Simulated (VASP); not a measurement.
# Cu (Fm-3m) in VASP: a series of runs

Aim: see how the results for Cu move with the level of theory and the settings. Levels: LDA, PBE, PBEsol. Tasks: single point.

Everything below comes from runs of VASP 6.6.1. Logs are shortened: lines on timing, memory, paths and dates and some standing lists are left out, and cuts for length are marked.

## Step 1: The cell of the first run

Symmetry: Fm-3m, No. 225, cubic system. Conventional cell: a = 3.546 Å, b = 3.546 Å, c = 3.546 Å, α = 90.00°, β = 90.00°, γ = 90.00°. Within 3.3 Å of Cu (site symmetry m-3m) lie 12 Cu at 2.51 Å.

## Step 2: Single point, LDA

Contents of INCAR:

```
PREC = Accurate ; ENCUT = 520
EDIFF = 1E-6 ; ISMEAR = -1
SIGMA = 0.06 ; LREAL = False
LASPH = True ; NELM = 100
ALGO = Normal ; ISIF = 2
LWAVE = False ; LCHARG = True
LELF = True ; LVHAR = True
NBANDS = 12
```

Contents of KPOINTS:

```
regular mesh
0
Gamma
  12 12 12
```

Contents of POSCAR:

```
Cu
1.0
    0.0000000000      1.7730200000      1.7730200000
    1.7730200000      0.0000000000      1.7730200000
    1.7730200000      1.7730200000      0.0000000000
Cu
1
Direct
    0.0000000000      0.0000000000      0.0000000000
```

Potentials or basis: VASP PAW LDA potentials, release 64 (Cu).

Started as:

```
$ cat potpaw_LDA.64/Cu/POTCAR > POTCAR
$ mpirun -np 1 vasp_std > vasp.out
```

OUTCAR:

```text
PREC = Accurate
   ENCUT = 520
   EDIFF = 1E-6
   ISMEAR = -1
   LREAL = False
   LASPH = True
   NELM = 100
   ISIF = 2

 ion  position               nearest neighbor table
   1  0.000  0.000  0.000-

  LATTYP: Found a face centered cubic cell.
 ALAT       =     3.5460400000

  Lattice vectors:

 A1 = (   0.0000000000,   1.7730200000,   1.7730200000)
 A2 = (   1.7730200000,   0.0000000000,   1.7730200000)
 A3 = (   1.7730200000,   1.7730200000,   0.0000000000)

Analysis of symmetry for initial positions (statically):
=====================================================================
 Subroutine PRICEL returns:
 Original cell was already a primitive cell.

 Routine SETGRP: Setting up the symmetry group for a
 face centered cubic supercell.

 Subroutine GETGRP returns: Found 48 space group operations
 (whereof 48 operations were pure point group operations)
 out of a pool of 48 trial point group operations.

The static configuration has the point symmetry O_h .

Analysis of symmetry for dynamics (positions and initial velocities):
=====================================================================
 Subroutine PRICEL returns:
 Original cell was already a primitive cell.

 Routine SETGRP: Setting up the symmetry group for a
 face centered cubic supercell.

 Subroutine GETGRP returns: Found 48 space group operations
 (whereof 48 operations were pure point group operations)
 out of a pool of 48 trial point group operations.

The dynamic configuration has the point symmetry O_h .

 Subroutine INISYM returns: Found 48 space group operations
 (whereof 48 operations are pure point group operations),
 and found     1 'primitive' translations

----------------------------------------------------------------------------------------

                                     Primitive cell

  volume of cell :      11.1473

  direct lattice vectors                    reciprocal lattice vectors
     0.000000000  1.773020000  1.773020000    -0.282004715  0.282004715  0.282004715
     1.773020000  0.000000000  1.773020000     0.282004715 -0.282004715  0.282004715
     1.773020000  1.773020000  0.000000000     0.282004715  0.282004715 -0.282004715

  length of vectors
     2.507428930  2.507428930  2.507428930     0.488446495  0.488446495  0.488446495

  position of ions in fractional coordinates (direct lattice)
     0.000000000  0.000000000  0.000000000

  ion indices of the primitive-cell ions
   primitive index   ion index
[... 79 lines left out ...]
   ISIF   =      2    stress and relaxation
   ISYM   =      2    0-nonsym 1-usesym 2-fastsym
   POTIM  = 0.5000    time-step for ionic-motion
   TEBEG  =    0.0;   TEEND  =   0.0 temperature during run
   PSTRESS=    0.0 pullay stress
   NELECT =      11.0000    total number of electrons
   NUPDOWN=      -1.0000    fix difference up-down
   EMIN   =  10.00;   EMAX   =-10.00  energy-range for DOS
   EFERMI =   0.00;   METHOD = LEGACY
   ISMEAR =    -1;   SIGMA  =   0.06  broadening in eV -4-tet -1-fermi 0-gaus
   EFERMI_NEDOS =   21; number of points for ismear=-14 and -15
   IALGO  =     38    algorithm
   IMIX   =      4    mixing-type and parameters
     AMIX     =   0.40;   BMIX     =  1.00
     AMIX_MAG =   1.60;   BMIX_MAG =  1.00
  volume/ion in A,a.u.               =      11.15        75.23
  Fermi-wavevector in a.u.,A,eV,Ry     =   1.629854  3.079978 36.142853  2.656425
  Thomas-Fermi vector in A             =   2.722252
   LORBIT       =      0    0 simple, 1 ext, 2 COOP (PROOUT), +10 PAW based schemes
   GGA     = CA    functional components
   LHFCALC =     F    Hartree Fock is set to
   AEXX    =    0.0000 exact exchange contribution
   IVDW    =     0    specifies the selected vdW correction
   LEPSILON=     F    determine dielectric tensor
   LRPA    =     F    only Hartree local field effects (RPA)
 non-spin polarized calculation
  energy-cutoff  :      520.00
  volume of cell :       11.15
 maximum number of plane-waves:       310
   NGX =  9   NGY =  9   NGZ =  9

 number of electron      11.0000011 magnetization

 Free energy of the ion-electron system (eV)
  ---------------------------------------------------
  ext. energy  EPLUGINS =         0.00000000
  ---------------------------------------------------
  free energy    TOTEN  =        -4.70382405 eV

  energy without entropy =       -4.70005425  energy(sigma->0) =       -4.70193915

 E-fermi :   8.0084     XC(G=0): -13.4443

 val. band max:        7.9079451548   @ k =   0.4167   0.4167   0.0000
 cond. band min:       8.0176157864   @ k =   0.5000   0.3333   0.1667
 fundamental gap:      0.1096706316
 Fermi energy:         8.0084282993

 k-point     1 :       0.0000    0.0000    0.0000
  band No.  band energies     occupation
      1      -1.7120      2.00000
      2       4.8227      2.00000
      3       4.8227      2.00000
      4       4.8227      2.00000
      5       5.7388      2.00000
      6       5.7388      2.00000
      7      31.2235      0.00000
      8      34.1506      0.00000
      9      34.1506      0.00000
     10      34.1506      0.00000
     11      36.7376      0.00000
     12      36.7376      0.00000
[... 331 lines left out ...]
 k-point    24 :      -0.4167    0.1667    0.0000
  band No.  band energies     occupation
      1       3.1392      2.00000
      2       4.4424      2.00000
      3       5.0082      2.00000
      4       5.1092      2.00000
      5       6.2508      2.00000
      6       9.1002      0.00000
      7      12.6618      0.00000
      8      23.3670      0.00000
      9      27.9062      0.00000
     10      29.5271      0.00000
     11      38.2450      0.00000
     12      39.0624      0.00000

 [... further k-points ...]

------------------------ aborting loop because EDIFF is reached ----------------------------------------

  FORCE on cell =-STRESS in cart. coord.  units (eV):
  Direction    XX          YY          ZZ          XY          YZ          ZX
  --------------------------------------------------------------------------------------
  -------------------------------------------------------------------------------------
  Total       -0.2373716     -0.2373716     -0.2373716      0.0000000      0.0000000     -0.0000000
  in kB      -34.1168078    -34.1168078    -34.1168078      0.0000000      0.0000000     -0.0000000
  external PRESSURE =     -34.1168078 kB  Pullay stress =       0.0000000 kB

 VOLUME and BASIS-vectors are now :
 -----------------------------------------------------------------------------
  energy-cutoff  :      520.00
  volume of cell :       11.15
      direct lattice vectors                 reciprocal lattice vectors
     0.000000000  1.773020000  1.773020000    -0.282004715  0.282004715  0.282004715
     1.773020000  0.000000000  1.773020000     0.282004715 -0.282004715  0.282004715
     1.773020000  1.773020000  0.000000000     0.282004715  0.282004715 -0.282004715

 POSITION                                       TOTAL-FORCE (eV/Angst)
 -----------------------------------------------------------------------------------
      0.00000      0.00000      0.00000         0.000000     -0.000000      0.000000
 -----------------------------------------------------------------------------------
    total drift:                                0.000000      0.000000      0.000000

  FREE ENERGIE OF THE ION-ELECTRON SYSTEM (eV)
  ---------------------------------------------------
  free  energy   TOTEN  =        -4.7038240546 eV

  energy  without entropy=       -4.7000542483  energy(sigma->0) =       -4.70193915
```

OSZICAR:

```text
N       E                     dE             d eps       ncg     rms          rms(c)
DAV:   1     0.405984090954E+02    0.40598E+02   -0.54439E+03  1972   0.159E+03
DAV:   2    -0.440376618845E+01   -0.45002E+02   -0.41565E+02  1768   0.203E+02
DAV:   3    -0.570432988498E+01   -0.13006E+01   -0.12929E+01  2008   0.402E+01
DAV:   4    -0.571271024395E+01   -0.83804E-02   -0.83794E-02  1952   0.286E+00
DAV:   5    -0.571278499010E+01   -0.74746E-04   -0.74745E-04  2064   0.272E-01    0.802E+00
DAV:   6    -0.509409076054E+01    0.61869E+00   -0.15225E+01  2056   0.767E+01    0.387E+00
DAV:   7    -0.472116592606E+01    0.37292E+00   -0.23269E+00  2068   0.301E+01    0.637E-01
DAV:   8    -0.470522754282E+01    0.15938E-01   -0.64518E-03  2104   0.968E-01    0.270E-01
DAV:   9    -0.470381060046E+01    0.14169E-02   -0.65671E-03  2200   0.140E+00    0.140E-02
DAV:  10    -0.470382188272E+01   -0.11282E-04   -0.22632E-05  1956   0.631E-02    0.586E-03
DAV:  11    -0.470382404927E+01   -0.21666E-05   -0.70332E-07  1488   0.163E-02    0.430E-04
DAV:  12    -0.470382405462E+01   -0.53469E-08   -0.79611E-08  1044   0.295E-03
   1 F= -.47038241E+01 E0= -.47019392E+01  d E =-.376981E-02
```

It took 6.5 s on 1 thread of Intel Xeon Platinum 8559C (Emerald Rapids), shared host; peak memory 0.12 GiB.

Results:

- Free energy: -4.7038 eV
- Pressure: -3.4 GPa

## Step 3: Single point, PBE

Contents of INCAR:

```
SYSTEM = Cu
ALGO = Normal
EDIFF = 1E-6
ENCUT = 520
GGA = PE
ISIF = 2
ISMEAR = -1
LASPH = .TRUE.
LCHARG = .TRUE.
LELF = .TRUE.
LREAL = .FALSE.
LVHAR = .TRUE.
LWAVE = .FALSE.
NBANDS = 12
NELM = 100
PREC = Accurate
SIGMA = 0.06
```

Contents of KPOINTS:

```
k-points
0
G
  12 12 12
  0 0 0
```

POSCAR is that of step 2.

Potentials or basis: VASP PAW PBE potentials, release 64 (Cu).

Started as:

```
$ cat potpaw_PBE.64/Cu/POTCAR > POTCAR
$ mpirun -np 1 vasp_std > vasp.out
```

It took 6.5 s on 1 thread of Intel Xeon Platinum 8559C (Emerald Rapids), shared host; peak memory 0.12 GiB.

The run converged. Its results:

| Item | Value |
| --- | --- |
| Free energy | -3.6955 eV |
| Pressure | 12.2 GPa |

Levels at points of the mesh, in eV from the Fermi level:
| k point | band 3 | band 4 | band 5 | band 6 | band 7 | band 8 | band 9 | band 10 |
| --- | --- | --- | --- | --- | --- | --- | --- | --- |
| (0.00, 0.00, 0.00) | -3.15 | -3.15 | -2.25 | -2.25 | 23.12 | 26.22 | 26.22 | 26.22 |
| (0.50, 0.00, 0.00) | -3.19 | -1.63 | -1.63 | -1.11 | 4.12 | 21.58 | 23.05 | 23.05 |
| (0.50, 0.50, 0.00) | -1.65 | -1.48 | -1.48 | 1.52 | 7.59 | 13.60 | 13.60 | 18.24 |

## Step 4: Single point, PBEsol

Contents of INCAR:

```
PREC = Accurate ; ENCUT = 520
EDIFF = 1E-6 ; ISMEAR = -1
SIGMA = 0.06 ; LREAL = False
LASPH = True ; NELM = 60
ALGO = Normal ; ISIF = 2
LWAVE = False ; LCHARG = False
GGA = PS ; NBANDS = 12
```

Contents of KPOINTS:

```
Automatic mesh
0
Gamma
  12 12 12
```

POSCAR is that of step 3.

Started as:

```
$ cat potpaw_PBE.64/Cu/POTCAR > POTCAR
$ mpirun -np 1 vasp_std > vasp.out
```

Run time: 5.7 s. Hardware: 1 thread of Intel Xeon Platinum 8559C (Emerald Rapids), shared host; peak memory 0.12 GiB.

The run converged. Its results:

| Quantity | Value |
| --- | --- |
| Free energy | -4.3048 eV |
| Pressure | 3.3 GPa |

Levels at points of the mesh, in eV from the Fermi level:
| k point | band 3 | band 4 | band 5 | band 6 | band 7 | band 8 | band 9 | band 10 |
| --- | --- | --- | --- | --- | --- | --- | --- | --- |
| (0.00, 0.00, 0.00) | -3.14 | -3.14 | -2.23 | -2.23 | 23.12 | 26.18 | 26.18 | 26.18 |
| (0.50, 0.00, 0.00) | -3.18 | -1.61 | -1.61 | -1.14 | 4.11 | 21.58 | 23.00 | 23.00 |
| (0.50, 0.50, 0.00) | -1.63 | -1.46 | -1.46 | 1.48 | 7.58 | 13.56 | 13.56 | 18.22 |

Caveat: the PAW data sets were made with another functional, which shifts forces and pressure a little.

## Step 5: Overview

```csv
level,potentials or basis,gap on the mesh (eV),pressure (GPa)
LDA,"VASP PAW LDA potentials, release 64 (Cu)",none,-3.4
PBE,"VASP PAW PBE potentials, release 64 (Cu)",none,12.2
PBEsol,"VASP PAW PBE potentials, release 64 (Cu)",none,3.3
```

Alike in all rows: task single point; no spin polarisation; cell as given; k mesh 12 × 12 × 12; cutoff (eV) 520; smearing fermi-dirac 0.06 eV.

Caveats: the PAW data sets were made with another functional, which shifts forces and pressure a little (some runs).

Absolute energies hang on the potentials; compare differences alone.
